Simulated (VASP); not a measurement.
Cr, 1 atom in the cell. It takes space group Fm-3m (No. 225, cubic). The conventional cell has a = 3.623 Å, b = 3.623 Å, c = 3.623 Å, α = 90.00°, β = 90.00°, γ = 90.00°. Cr (site symmetry m-3m) has 12 Cr at 2.56 Å within 3.4 Å. 

```yaml
Program: VASP 6.6.1
Task: single point
Functional: PBE
Potentials_or_basis: VASP PAW PBE potentials, release 64 (Cr_pv)
Cutoff: 520 eV
k_mesh: 10 × 10 × 10
Occupations: gaussian, width 0.05 eV
Spin: collinear spin, ferromagnetic start
Starting_moments: "[0.05] μB"
Dipole_correction: no
Further_INCAR_settings: ALGO = Fast; EDIFF = 1e-07; NBANDS = 16
```

Potentials or basis: VASP PAW PBE potentials, release 64 (Cr_pv).

Run with:

```bash
$ cat potpaw_PBE.64/Cr_pv/POTCAR > POTCAR
$ mpirun -np 1 vasp_std > vasp.out
```

Hardware: 1 thread of Intel(R) Xeon(R) 6975P-C (Granite Rapids), on a shared host.

**Question.** Estimate the wall time of this run.

**Answer.** Run time: 9.8 s on 1 thread of Intel(R) Xeon(R) 6975P-C (Granite Rapids) (shared host), peak memory 0.13 GiB. Counts: scf iterations 15, k points 47.
